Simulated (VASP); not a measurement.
# Ir in VASP: further runs

Ir is run at these levels: PBEsol; tasks: single point.

Everything below comes from runs of VASP 6.6.1. Logs are shortened: lines on timing, memory, paths and dates and some standing lists are left out, and cuts for length are marked.

### 1 The cell of the first run

The cell holds a slab with vacuum, 5 atoms: a = 2.709 Å, b = 2.709 Å, c = 23.662 Å, α = 90.00°, β = 90.00°, γ = 90.00°.

### 2 Single point, PBEsol

INCAR

```
SYSTEM = Ir
PREC = Accurate
ENCUT = 520
EDIFF = 1E-7
ISMEAR = -1
SIGMA = 0.05
LREAL = .False.
LASPH = .True.
NELM = 60
ALGO = Normal
ISIF = 2
LWAVE = .False.
LCHARG = .False.
LDIPOL = .True.
IDIPOL = 3
DIPOL = 0.5 0.5 0.500
GGA = PS
NBANDS = 30
```

KPOINTS

```
regular mesh
0
Gamma
  13 13 1
  0 0 0
```

POSCAR

```
Ir
1.0
    2.7088887785      0.0000000000      0.0000000000
    0.0000000000      2.7088887785      0.0000000000
    0.0000000000      0.0000000000     23.6619000000
Ir
5
Direct
    0.0000000000      0.0000000000      0.3380963809
    0.5000000000      0.5000000000      0.4190481902
    0.0000000000      0.0000000000      0.5000000000
    0.5000000000      0.5000000000      0.5809518098
    0.0000000000      0.0000000000      0.6619036191
```

Potentials or basis: VASP PAW PBE potentials, release 64 (Ir).

Started as:

```bash
cat potpaw_PBE.64/Ir/POTCAR > POTCAR
mpirun -np 1 vasp_std > vasp.out
```

OUTCAR:

```text
SYSTEM = Ir
   PREC = Accurate
   ENCUT = 520
   EDIFF = 1E-7
   ISMEAR = -1
   LREAL = .False.
   LASPH = .True.
   NELM = 60
   ISIF = 2
   GGA = PS

 ion  position               nearest neighbor table
   1  0.000  0.000  0.338-   2 2.71   2 2.71   2 2.71   2 2.71
   2  0.500  0.500  0.419-   1 2.71   1 2.71   1 2.71   1 2.71   3 2.71   3 2.71   3 2.71   3 2.71

   3  0.000  0.000  0.500-   2 2.71   4 2.71   2 2.71   4 2.71   2 2.71   4 2.71   2 2.71   4 2.71

   4  0.500  0.500  0.581-   5 2.71   5 2.71   5 2.71   5 2.71   3 2.71   3 2.71   3 2.71   3 2.71

   5  0.000  0.000  0.662-   4 2.71   4 2.71   4 2.71   4 2.71

  LATTYP: Found a simple tetragonal cell.
 ALAT       =     2.7088887785
 C/A-ratio  =     8.7349101181

  Lattice vectors:

 A1 = (   2.7088887785,   0.0000000000,   0.0000000000)
 A2 = (   0.0000000000,   2.7088887785,   0.0000000000)
 A3 = (   0.0000000000,   0.0000000000,  23.6619000000)

Analysis of symmetry for initial positions (statically):
=====================================================================
 Subroutine PRICEL returns:
 Original cell was already a primitive cell.

 Routine SETGRP: Setting up the symmetry group for a
 simple tetragonal supercell.

 Subroutine GETGRP returns: Found 16 space group operations
 (whereof 16 operations were pure point group operations)
 out of a pool of 16 trial point group operations.

The static configuration has the point symmetry D_4h.

Analysis of symmetry for dynamics (positions and initial velocities):
=====================================================================
 Subroutine PRICEL returns:
 Original cell was already a primitive cell.

 Routine SETGRP: Setting up the symmetry group for a
 simple tetragonal supercell.

 Subroutine GETGRP returns: Found 16 space group operations
 (whereof 16 operations were pure point group operations)
 out of a pool of 16 trial point group operations.

The dynamic configuration has the point symmetry D_4h.

 Subroutine INISYM returns: Found 16 space group operations
 (whereof 16 operations are pure point group operations),
 and found     1 'primitive' translations

----------------------------------------------------------------------------------------

                                     Primitive cell

  volume of cell :     173.6329

  direct lattice vectors                    reciprocal lattice vectors
     2.708888778  0.000000000  0.000000000     0.369155060  0.000000000  0.000000000
     0.000000000  2.708888778  0.000000000     0.000000000  0.369155060  0.000000000
     0.000000000  0.000000000 23.661900000     0.000000000  0.000000000  0.042262033

  length of vectors
     2.708888778  2.708888778 23.661900000     0.369155060  0.369155060  0.042262033

  position of ions in fractional coordinates (direct lattice)
     0.000000000  0.000000000  0.338096381
     0.500000000  0.500000000  0.419048190
     0.000000000  0.000000000  0.500000000
     0.500000000  0.500000000  0.580951810
     0.000000000  0.000000000  0.661903619

  ion indices of the primitive-cell ions
   primitive index   ion index
                 1           1
                 2           2
                 3           3
                 4           4
                 5           5

----------------------------------------------------------------------------------------

 KPOINTS: regular mesh

Automatic generation of k-mesh.
 Grid dimensions read from file:
 generate k-points for:   13   13    1

 Generating k-lattice:

  Cartesian coordinates                     Fractional coordinates (reciprocal lattice)
     0.028396543  0.000000000  0.000000000     0.076923077  0.000000000  0.000000000
     0.000000000  0.028396543  0.000000000     0.000000000  0.076923077  0.000000000
     0.000000000  0.000000000  0.042262033     0.000000000  0.000000000  1.000000000

  Length of vectors
     0.028396543  0.028396543  0.042262033

  Shift w.r.t. Gamma in fractional coordinates (k-lattice)
     0.000000000  0.000000000  0.000000000

 Subroutine IBZKPT returns following result:
 ===========================================

 Found     28 irreducible k-points:

 Following reciprocal coordinates:
            Coordinates               Weight
  0.000000  0.000000  0.000000      1.000000
  0.076923  0.000000  0.000000      4.000000
  0.153846  0.000000  0.000000      4.000000
  0.230769  0.000000  0.000000      4.000000
  0.307692  0.000000  0.000000      4.000000
  0.384615  0.000000  0.000000      4.000000
[... 16 lines left out ...]
  0.307692  0.307692  0.000000      4.000000
  0.384615  0.307692  0.000000      8.000000
 [... further k-points ...]
   k-points           NKPTS =     28   k-points in BZ     NKDIM =     28   number of bands    NBANDS=     30
   number of dos      NEDOS =    301   number of ions     NIONS =      5
   total plane-waves  NPLWV =  72000
   dimension x,y,z NGX =    20 NGY =   20 NGZ =  180
   dimension x,y,z NGXF=    40 NGYF=   40 NGZF=  360
   ions per type =               5
   NGX,Y,Z   is equivalent  to a cutoff of  12.27, 12.27, 12.65 a.u.
   NGXF,Y,Z  is equivalent  to a cutoff of  24.55, 24.55, 25.29 a.u.
 SYSTEM =  Ir
   PREC   = accura    normal or accurate (medium, high low for compatibility)
   ISTART =      0    job   : 0-new  1-cont  2-samecut
   ICHARG =      2    charge: 1-file 2-atom 10-const
   ISPIN  =      1    spin polarized calculation?
   LNONCOLLINEAR =      F non collinear calculations
   LSORBIT =      F    spin-orbit coupling
   LASPH  =      T    aspherical Exc in radial PAW
   ENCUT  =  520.0 eV  38.22 Ry    6.18 a.u.   5.04  5.04 44.00*2*pi/ulx,y,z
   NELM   =     60;   NELMIN=  2; NELMDL= -5     # of ELM steps
   EDIFF  = 0.1E-06   stopping-criterion for ELM
   LREAL  =      F    real-space projection
   EDIFFG = 0.1E-05   stopping-criterion for IOM
   NSW    =      0    number of steps for IOM
   IBRION =     -1    ionic relax: 0-MD 1-quasi-New 2-CG
   NFREE  =      0    steps in history (QN), initial steepest desc. (CG)
   ISIF   =      2    stress and relaxation
   ISYM   =      2    0-nonsym 1-usesym 2-fastsym
   POTIM  = 0.5000    time-step for ionic-motion
   TEBEG  =    0.0;   TEEND  =   0.0 temperature during run
   PSTRESS=    0.0 pullay stress
   NELECT =      45.0000    total number of electrons
   NUPDOWN=      -1.0000    fix difference up-down
   EMIN   =  10.00;   EMAX   =-10.00  energy-range for DOS
   EFERMI =   0.00;   METHOD = LEGACY
   ISMEAR =    -1;   SIGMA  =   0.05  broadening in eV -4-tet -1-fermi 0-gaus
   EFERMI_NEDOS =   21; number of points for ismear=-14 and -15
   IALGO  =     38    algorithm
   IMIX   =      4    mixing-type and parameters
     AMIX     =   0.40;   BMIX     =  1.00
     AMIX_MAG =   1.60;   BMIX_MAG =  1.00
  volume/ion in A,a.u.               =      34.73       234.35
  Fermi-wavevector in a.u.,A,eV,Ry     =   1.043762  1.972425 14.822733  1.089440
  Thomas-Fermi vector in A             =   2.178486
   LORBIT       =      0    0 simple, 1 ext, 2 COOP (PROOUT), +10 PAW based schemes
   GGA     = PS    functional components
   LHFCALC =     F    Hartree Fock is set to
   AEXX    =    0.0000 exact exchange contribution
   IVDW    =     0    specifies the selected vdW correction
   LEPSILON=     F    determine dielectric tensor
   LRPA    =     F    only Hartree local field effects (RPA)
 non-spin polarized calculation
  energy-cutoff  :      520.00
  volume of cell :      173.63
 maximum number of plane-waves:      4715
   NGX = 11   NGY = 11   NGZ = 87

 number of electron      44.9999994 magnetization

 dipolmoment           0.000000      0.000000     -0.000000 electrons x Angstroem

 Free energy of the ion-electron system (eV)
  ---------------------------------------------------
  ext. energy  EPLUGINS =         0.00000000
  ---------------------------------------------------
  free energy    TOTEN  =       -45.98223840 eV

  energy without entropy =      -45.93732858  energy(sigma->0) =      -45.95978349

 E-fermi :   0.7685     XC(G=0):  -6.6057

 val. band max:        0.7370606867   @ k =   0.1538   0.0769   0.0000
 cond. band min:       0.7855248324   @ k =   0.4615   0.3846   0.0000
 fundamental gap:      0.0484641457
 Fermi energy:         0.7685373362

 k-point     1 :       0.0000    0.0000    0.0000
  band No.  band energies     occupation
      1      -9.9153      2.00000
      2      -8.4354      2.00000
      3      -7.1303      2.00000
      4      -6.4321      2.00000
      5      -6.3881      2.00000
      6      -6.1611      2.00000
[... 22 lines left out ...]
     29       2.0047      0.00000
     30       2.0047      0.00000

 k-point     2 :       0.0769    0.0000    0.0000
  band No.  band energies     occupation
      1      -9.7470      2.00000
      2      -8.2895      2.00000
      3      -6.9950      2.00000
      4      -6.3058      2.00000
      5      -6.2636      2.00000
      6      -6.0227      2.00000
[... 22 lines left out ...]
     29       2.0722      0.00000
     30       2.1962      0.00000

 k-point     3 :       0.1538    0.0000    0.0000
  band No.  band energies     occupation
      1      -9.2686      2.00000
      2      -7.9083      2.00000
      3      -6.6973      2.00000
      4      -6.0230      2.00000
      5      -5.8533      2.00000
      6      -5.7658      2.00000
[... 22 lines left out ...]
     29       2.0466      0.00000
     30       3.2873      0.00000

 k-point     4 :       0.2308    0.0000    0.0000
  band No.  band energies     occupation
      1      -8.5626      2.00000
      2      -7.4620      2.00000
      3      -6.4594      2.00000
      4      -5.7607      2.00000
      5      -5.5737      2.00000
      6      -5.1759      2.00000
[... 22 lines left out ...]
     29       1.9734      0.00000
     30       4.3357      0.00000

 k-point     5 :       0.3077    0.0000    0.0000
  band No.  band energies     occupation
      1      -7.7814      2.00000
      2      -7.1599      2.00000
      3      -6.4027      2.00000
      4      -5.4934      2.00000
      5      -5.4658      2.00000
      6      -4.4960      2.00000
[... 22 lines left out ...]
     29       2.7221      0.00000
     30       5.2451      0.00000
[... 526 lines left out ...]
     29       5.3666      0.00000
     30       6.9129      0.00000

 k-point    22 :       0.4615    0.2308    0.0000
  band No.  band energies     occupation
      1      -6.1250      2.00000
      2      -6.0077      2.00000
      3      -5.7681      2.00000
      4      -5.6253      2.00000
      5      -5.2680      2.00000
      6      -4.6490      2.00000
[... 22 lines left out ...]
     29       5.1028      0.00000
     30       5.7737      0.00000

 k-point    23 :       0.3077    0.3077    0.0000
  band No.  band energies     occupation
      1      -6.4269      2.00000
      2      -5.5772      2.00000
      3      -5.4056      2.00000
      4      -5.3956      2.00000
      5      -5.1970      2.00000
      6      -4.8973      2.00000
[... 22 lines left out ...]
     29       5.2189      0.00000
     30       6.9317      0.00000

 k-point    24 :       0.3846    0.3077    0.0000
  band No.  band energies     occupation
      1      -6.3206      2.00000
      2      -5.9016      2.00000
      3      -5.7372      2.00000
      4      -5.6603      2.00000
      5      -5.1140      2.00000
      6      -5.0901      2.00000
[... 22 lines left out ...]
     29       6.0028      0.00000
     30       7.2639      0.00000

 [... further k-points ...]

------------------------ aborting loop because EDIFF is reached ----------------------------------------

 vacuum level on the upper side and lower side of the slab       (xc-potential included)        -0.129        -0.129

  FORCE on cell =-STRESS in cart. coord.  units (eV):
  Direction    XX          YY          ZZ          XY          YZ          ZX
  --------------------------------------------------------------------------------------
  -------------------------------------------------------------------------------------
  Total       -5.5854304     -5.5854304     -3.7485771      0.0000000      0.0000000      0.0000000
  in kB      -51.5389137    -51.5389137    -34.5895626      0.0000000      0.0000000      0.0000000
  external PRESSURE =     -45.8891300 kB  Pullay stress =       0.0000000 kB

 VOLUME and BASIS-vectors are now :
 -----------------------------------------------------------------------------
  energy-cutoff  :      520.00
  volume of cell :      173.63
      direct lattice vectors                 reciprocal lattice vectors
     2.708888778  0.000000000  0.000000000     0.369155060  0.000000000  0.000000000
     0.000000000  2.708888778  0.000000000     0.000000000  0.369155060  0.000000000
     0.000000000  0.000000000 23.661900000     0.000000000  0.000000000  0.042262033

 POSITION                                       TOTAL-FORCE (eV/Angst)
 -----------------------------------------------------------------------------------
      0.00000      0.00000      8.00000        -0.000000      0.000000      1.091721
      1.35444      1.35444      9.91548         0.000000     -0.000000     -1.213739
      0.00000      0.00000     11.83095        -0.000000      0.000000      0.000000
      1.35444      1.35444     13.74642         0.000000     -0.000000      1.213739
      0.00000      0.00000     15.66190        -0.000000      0.000000     -1.091721
 -----------------------------------------------------------------------------------
    total drift:                                0.000000      0.000000     -0.000000

  FREE ENERGIE OF THE ION-ELECTRON SYSTEM (eV)
  ---------------------------------------------------
  free  energy   TOTEN  =       -45.9822383951 eV

  energy  without entropy=      -45.9373285831  energy(sigma->0) =      -45.95978349

 vacuum level on the upper side and lower side of the slab         6.342         6.342
```

Wall time 2.2 min (1 thread of Intel Xeon 6975P-C (Granite Rapids), shared host); peak memory 0.31 GiB.

What came out:

```
Free energy            : -45.9822 eV
Largest force          : 1.214 eV/Å
Band gap on the k mesh : zero (an odd number of electrons rules out a gap without spin polarisation)
```

Forces on the atoms (eV/Å):
```
Ir   0.000  0.000  1.092
Ir   0.000  0.000 -1.214
Ir   0.000  0.000  0.000
Ir   0.000  0.000  1.214
Ir   0.000  0.000 -1.092
```

Levels at points of the mesh, in eV from the Fermi level:
```tsv
k point	band 18	band 19	band 20	band 21	band 22	band 23	band 24	band 25	band 26	band 27
(0.00, 0.00, 0.00)	-1.36	-1.18	-1.18	-1.00	-0.45	0.24	0.28	0.28	0.43	0.88
```

Caveat: the PAW data sets were made with another functional, which shifts forces and pressure a little; spin-orbit coupling is left out, which moves the levels of the heavy elements.

### 3 Single point, PBEsol

Changes to INCAR since step 2:

```diff
@@ -3,3 +3,3 @@
 ENCUT = 520
-EDIFF = 1E-7
+EDIFF = 1E-6
 ISMEAR = -1
@@ -8,3 +8,3 @@
 LASPH = .True.
-NELM = 60
+NELM = 100
 ALGO = Normal
```

KPOINTS is that of step 2.

POSCAR

```
Ir
1.0
    2.7088887785      0.0000000000      0.0000000000
    0.0000000000      2.7088887785      0.0000000000
    0.0000000000      0.0000000000     23.6619000000
Ir
5
Direct
    0.0000000000      0.0000000000      0.3417782078
    0.5000000000      0.5000000000      0.4180576804
    0.0000000000      0.0000000000      0.4999999998
    0.5000000000      0.5000000000      0.5819423198
    0.0000000000      0.0000000000      0.6582217921
```

Potentials or basis: VASP PAW PBE potentials, release 64 (Ir).

Started as:

```bash
cat potpaw_PBE.64/Ir/POTCAR > POTCAR
mpirun -np 1 vasp_std > vasp.out
```

Run time: 1.8 min. Hardware: 1 thread of Intel Xeon 6975P-C (Granite Rapids), shared host; peak memory 0.31 GiB.

The run converged. Its results:

| Property | Result |
| --- | --- |
| Free energy | -46.1082 eV |
| Largest force | 0.079 eV/Å |
| Band gap on the k mesh | zero (an odd number of electrons rules out a gap without spin polarisation) |

Forces on the atoms (eV/Å):
```
Ir   0.000  0.000 -0.079
Ir   0.000  0.000  0.032
Ir   0.000  0.000  0.000
Ir   0.000  0.000 -0.032
Ir   0.000  0.000  0.079
```

Levels at points of the mesh, in eV from the Fermi level:
```csv
k point,band 19,band 20,band 21,band 22,band 23,band 24,band 25,band 26
"(0.00, 0.00, 0.00)",-1.34,-1.21,-1.11,-0.79,0.12,0.29,0.29,0.68
```

Caveat: the PAW data sets were made with another functional, which shifts forces and pressure a little; spin-orbit coupling is left out, which moves the levels of the heavy elements.

[end of part 1 of 2]
